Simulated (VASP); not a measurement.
# Sn2Ge (I4_1/amd) in VASP: further runs, part 2 of 2

VASP 6.6.1.

## (4) Single point, PBE

Contents of INCAR:

```
SYSTEM = Sn2Ge
ALGO = Fast
EDIFF = 1E-6
ENCUT = 520
GGA = PE
ISIF = 2
ISMEAR = 0
LASPH = .TRUE.
LCHARG = .FALSE.
LREAL = .FALSE.
LWAVE = .FALSE.
NBANDS = 51
NELM = 100
PREC = Accurate
SIGMA = 0.1
```

Contents of KPOINTS:

```
k-points
0
G
  8 8 8
  0 0 0
```

Contents of POSCAR:

```
Sn2Ge
1.0
   -2.8230449396      2.8230449396      4.7603513105
    2.8230449396     -2.8230449396      4.7603513105
    2.8230449396      2.8230449396     -4.7603513105
Sn Ge
4 2
Direct
    0.4363369526      0.9363369526      0.5000000000
    0.0636630474      0.5636630474      0.5000000000
    0.6863369526      0.6863369526      0.0000000000
    0.3136630474      0.3136630474      0.0000000000
    0.0000000000      0.0000000000      0.0000000000
    0.7500000000      0.2500000000      0.5000000000
```

Potentials or basis: VASP PAW PBE potentials, release 64 (Sn_d, Ge_d).

Launch:

```console
$ cat potpaw_PBE.64/Sn_d/POTCAR potpaw_PBE.64/Ge_d/POTCAR > POTCAR
$ mpirun -np 1 vasp_std > vasp.out
```

OUTCAR:

```text
SYSTEM = Sn2Ge
   EDIFF = 1E-6
   ENCUT = 520
   GGA = PE
   ISIF = 2
   ISMEAR = 0
   LASPH = .TRUE.
   LREAL = .FALSE.
   NELM = 100
   PREC = Accurate

 ion  position               nearest neighbor table
   1  0.436  0.936  0.500-   5 2.89   5 2.89   6 2.99   4 3.06   4 3.06   2 3.55   3 3.69   3 3.69
                             3 3.69   3 3.69
   2  0.064  0.564  0.500-   5 2.89   5 2.89   6 2.99   3 3.06   3 3.06   1 3.55   4 3.69   4 3.69
                             4 3.69   4 3.69
   3  0.686  0.686  0.000-   6 2.89   6 2.89   5 2.99   2 3.06   2 3.06   4 3.55   1 3.69   1 3.69
                             1 3.69   1 3.69
   4  0.314  0.314  0.000-   6 2.89   6 2.89   5 2.99   1 3.06   1 3.06   3 3.55   2 3.69   2 3.69
                             2 3.69   2 3.69
   5  0.000  0.000  0.000-   2 2.89   1 2.89   2 2.89   1 2.89   3 2.99   4 2.99
   6  0.750  0.250  0.500-   4 2.89   3 2.89   4 2.89   3 2.89   2 2.99   1 2.99

  LATTYP: Found a body centered tetragonal cell.
 ALAT       =     5.6460898792
 C/A-ratio  =     1.6862470886

  Lattice vectors:

 A1 = (  -2.8230449396,   2.8230449396,   4.7603513105)
 A2 = (   2.8230449396,  -2.8230449396,   4.7603513105)
 A3 = (   2.8230449396,   2.8230449396,  -4.7603513105)

Analysis of symmetry for initial positions (statically):
=====================================================================
 Subroutine PRICEL returns:
 Original cell was already a primitive cell.

 Routine SETGRP: Setting up the symmetry group for a
 body centered tetragonal supercell.

 Subroutine GETGRP returns: Found 16 space group operations
 (whereof  8 operations were pure point group operations)
 out of a pool of 16 trial point group operations.

The static configuration has the point symmetry D_2d.
 The point group associated with its full space group is D_4h.

Analysis of symmetry for dynamics (positions and initial velocities):
=====================================================================
[... 142 lines left out ...]
  Thomas-Fermi vector in A             =   2.472191
   LORBIT       =      0    0 simple, 1 ext, 2 COOP (PROOUT), +10 PAW based schemes
   GGA     = PE    functional components
   LHFCALC =     F    Hartree Fock is set to
   AEXX    =    0.0000 exact exchange contribution
   IVDW    =     0    specifies the selected vdW correction
   LEPSILON=     F    determine dielectric tensor
   LRPA    =     F    only Hartree local field effects (RPA)
 non-spin polarized calculation
 RMM-DIIS sequential band-by-band and
 Gauss-broadening in eV      SIGMA  =   0.10
  energy-cutoff  :      520.00
  volume of cell :      151.75
 maximum number of plane-waves:      4137
 NGX is ok and might be reduce to    48
   NGX = 23   NGY = 23   NGZ = 23

 number of electron      83.9999991 magnetization

 Free energy of the ion-electron system (eV)
  ---------------------------------------------------
  ext. energy  EPLUGINS =         0.00000000
  ---------------------------------------------------
  free energy    TOTEN  =       -23.75570368 eV

  energy without entropy =      -23.74209992  energy(sigma->0) =      -23.74890180

 E-fermi :   7.2094     XC(G=0): -10.3742

 val. band max:        7.2085880105   @ k =  -0.3750   0.2500   0.0000
 cond. band min:       7.2569315976   @ k =  -0.2500  -0.3750   0.2500
 fundamental gap:      0.0483435871
 Fermi energy:         7.2093785729

 k-point     1 :       0.0000    0.0000    0.0000
  band No.  band energies     occupation
      1     -17.3405      2.00000
      2     -17.3373      2.00000
      3     -17.3358      2.00000
      4     -17.3322      2.00000
      5     -17.3269      2.00000
      6     -17.3269      2.00000
[... 1285 lines left out ...]
     50      11.1531      0.00000
     51      11.2883      0.00000

 [... further k-points ...]

------------------------ aborting loop because EDIFF is reached ----------------------------------------

  FORCE on cell =-STRESS in cart. coord.  units (eV):
  Direction    XX          YY          ZZ          XY          YZ          ZX
  --------------------------------------------------------------------------------------
  -------------------------------------------------------------------------------------
  Total       -0.0695836     -0.0695836     -0.0442173      0.0000000      0.0000000      0.0000000
  in kB       -0.7346542     -0.7346542     -0.4668400      0.0000000      0.0000000      0.0000000
  external PRESSURE =      -0.6453828 kB  Pullay stress =       0.0000000 kB

 VOLUME and BASIS-vectors are now :
 -----------------------------------------------------------------------------
  energy-cutoff  :      520.00
  volume of cell :      151.75
      direct lattice vectors                 reciprocal lattice vectors
    -2.823044940  2.823044940  4.760351310     0.000000000  0.177113723  0.105034265
     2.823044940 -2.823044940  4.760351310     0.177113723  0.000000000  0.105034265
     2.823044940  2.823044940 -4.760351310     0.177113723  0.177113723  0.000000000

 POSITION                                       TOTAL-FORCE (eV/Angst)
 -----------------------------------------------------------------------------------
      2.82304      0.00000      4.15423         0.000000     -0.000000     -0.001236
      2.82304      0.00000      0.60612         0.000000     -0.000000      0.001236
      0.00000      0.00000      6.53441        -0.000000      0.000000     -0.001236
      0.00000      0.00000      2.98629        -0.000000      0.000000      0.001236
      0.00000      0.00000      0.00000         0.000000      0.000000      0.000000
     -0.00000      2.82304      2.38018         0.000000      0.000000      0.000000
 -----------------------------------------------------------------------------------
    total drift:                               -0.000000     -0.000000      0.000000

  FREE ENERGIE OF THE ION-ELECTRON SYSTEM (eV)
  ---------------------------------------------------
  free  energy   TOTEN  =       -23.7557036824 eV

  energy  without entropy=      -23.7420999248  energy(sigma->0) =      -23.74890180
```

stdout:

```text
POSCAR found type information on POSCAR SnGe
 POSCAR found :  2 types and       6 ions
 scaLAPACK will be used
 LDA part: xc-table for (Slater+PW92), standard interpolation
 POSCAR, INCAR and KPOINTS ok, starting setup
 FFT: planning ... GRIDC
 FFT: planning ... GRID_SOFT
 FFT: planning ... GRID
 WAVECAR not read
 entering main loop
WARNING in EDDRMM: call to ZHEGV failed, returncode =   6  3     38
```

Wall time 8.6 min (1 thread of AMD EPYC 9R45 (Zen 5), shared host); peak memory 0.52 GiB.

Results:

- Free energy: -23.7557 eV
- Pressure: -0.1 GPa
- Band gap on the k mesh: zero (bands 42 and 43 overlap by 2.96 eV)

Caveat: spin-orbit coupling is left out, which moves the levels of the heavy elements.

## (5) The runs side by side

| task | cell | k mesh | cutoff (eV) | smearing | gap on the mesh (eV) | pressure (GPa) | largest force (eV/Å) |
| --- | --- | --- | --- | --- | --- | --- | --- |
| single point | a = 6.191 Å, angles 125.5, 125.5, 80.7°, 6 atoms, atomic positions A | 4 × 4 × 4 | 520 | gaussian 0.2 eV | none | -0.1 | 0.03 |
| relaxation of cell and atoms | relaxed from a = 6.116 Å, angles 124.5, 124.5, 82.4°, 6 atoms, atomic positions B | 4 × 4 × 4 | 600 | gaussian 0.2 eV | none | -0.2 | 0.02 |
| single point | a = 6.213 Å, angles 125.9, 125.9, 80.0°, 6 atoms, atomic positions C | 8 × 8 × 8 | 520 | gaussian 0.1 eV | none | -0.1 | - |

Alike in all rows: level PBE; potentials or basis VASP PAW PBE potentials, release 64 (Sn_d, Ge_d); no spin polarisation.

Caveats: spin-orbit coupling is left out, which moves the levels of the heavy elements.

Total energies depend on the potentials used, so only differences within one code and one set of settings carry meaning.

The gap in the log of VASP goes by the Fermi energy; the results here count the filled bands.